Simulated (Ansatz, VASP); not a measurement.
**Cr in VASP and in Ansatz**

```xyz
1
Lattice="-1.4239 1.4239 1.4239 1.4239 -1.4239 1.4239 1.4239 1.4239 -1.4239" Properties=species:S:1:pos:R:3 pbc="T T T"
Cr    0.0000    0.0000    0.0000
```

Alike in both runs: functional PBE; k mesh 20 × 20 × 20; occupations gaussian, width 0.1 eV; no spin polarisation.

Ansatz relaxed the structure, and its values are those at the end. VASP's run is a single point on that final structure, the one shown.

```csv
,VASP,Ansatz
version,VASP 6.6.1,Ansatz 0.2.0
potentials or method,"VASP PAW PBE potentials, release 64 (Cr_pv), cutoff 520 eV","scalar-relativistic, plane waves, PAW"
valence electrons in the cell,12,14
```

VASP gave:

```
gap on the k mesh at the Fermi level (eV) : none
pressure (GPa)                            : -1.1
```

Question: Which values does Ansatz return?

Answer: gap on the k mesh at the Fermi level (eV): none; pressure (GPa): 0.0.

A gap of «none» marks a metal or a gap that the smearing closes. VASP's potentials hold 12 valence electrons a cell and Ansatz's 14, so a difference there can come from the potentials and not from the codes.
